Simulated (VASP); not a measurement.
Here is a VASP 6.6.1 calculation.

File INCAR:

```
PREC = Accurate
ENCUT = 600
EDIFF = 1E-6
ISMEAR = -1
SIGMA = 0.1
LREAL = False
LASPH = True
NELM = 150
ALGO = Normal
ISIF = 3
LWAVE = False
LCHARG = False
ISPIN = 2
MAGMOM = 1.5
LORBIT = 11
LMAXMIX = 4
IBRION = 2
NSW = 80
EDIFFG = -0.01
```

File KPOINTS:

```
regular mesh
0
Gamma
  21 21 21
```

POSCAR

```
Ni
1.0
    0.0000000000      1.7619400000      1.7619400000
    1.7619400000      0.0000000000      1.7619400000
    1.7619400000      1.7619400000      0.0000000000
Ni
1
Direct
    0.0000000000      0.0000000000      0.0000000000
```

Potentials or basis: VASP PAW LDA potentials, release 64 (Ni).

Run with:

```bash
$ cat potpaw_LDA.64/Ni/POTCAR > POTCAR
$ mpirun -np 1 vasp_std > vasp.out
```

What does it give for the relaxed cell?

a = 2.421 Å, b = 2.421 Å, c = 2.421 Å, α = 60.00°, β = 60.00°, γ = 60.00°.

What does it give for the net moment?

0.55 μB per cell.

Estimate the site moments.

Ni +0.55 μB.

Estimate the relaxed volume.

10.03 Å³/atom.

The path:
```
step  energy change (eV)  largest force (eV/Å)  pressure (GPa)  volume (Å³)
   1              0.0000                0.0000          -17.42        10.94
   2              0.0169                0.0000           28.14         9.16
   3             -0.0541                0.0000           -0.36        10.05
   4             -0.0541                0.0000           -0.02        10.03
```

LDA usually gives volumes a few per cent too small. Zero-point motion and thermal expansion aren't in these numbers.
